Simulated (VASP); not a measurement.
A run of VASP 6.6.1 is set up as follows.

File INCAR:

```
SYSTEM = Sb
PREC = Accurate
ENCUT = 520
EDIFF = 1E-7
ISMEAR = -1
SIGMA = 0.1
LREAL = .False.
LASPH = .True.
NELM = 100
ALGO = Normal
ISIF = 2
LWAVE = .False.
LCHARG = .False.
GGA = PS
NBANDS = 12
```

File KPOINTS:

```
Automatic mesh
0
Gamma
  12 12 7
  0 0 0
```

POSCAR

```
Sb
1.0
    3.4427543075      0.0000000000      0.0000000000
   -1.7213771537      2.9815126893      0.0000000000
    0.0000000000      0.0000000000      5.6928107141
Sb
2
Direct
    0.3333333333      0.6666666667      0.2500000000
    0.6666666667      0.3333333333      0.7500000000
```

Potentials or basis: VASP PAW PBE potentials, release 64 (Sb).

Launch:

```bash
$ cat potpaw_PBE.64/Sb/POTCAR > POTCAR
$ mpirun -np 1 vasp_std > vasp.out
```

**Question.** What does it give for the pressure?

**Answer.** -5.8 GPa.

**Question.** What does it give for the band gap on the k mesh?

**Answer.** Zero (bands 5 and 6 overlap by 6.48 eV).

Stress tensor (GPa, compression positive):
```
-5.93  0.00  0.00
 0.00 -5.93  0.00
 0.00  0.00 -5.54
```

Caveat: the cell stands under tension; the PAW data sets were made with another functional, which shifts forces and pressure a little; spin-orbit coupling is left out, which moves the levels of the heavy elements.
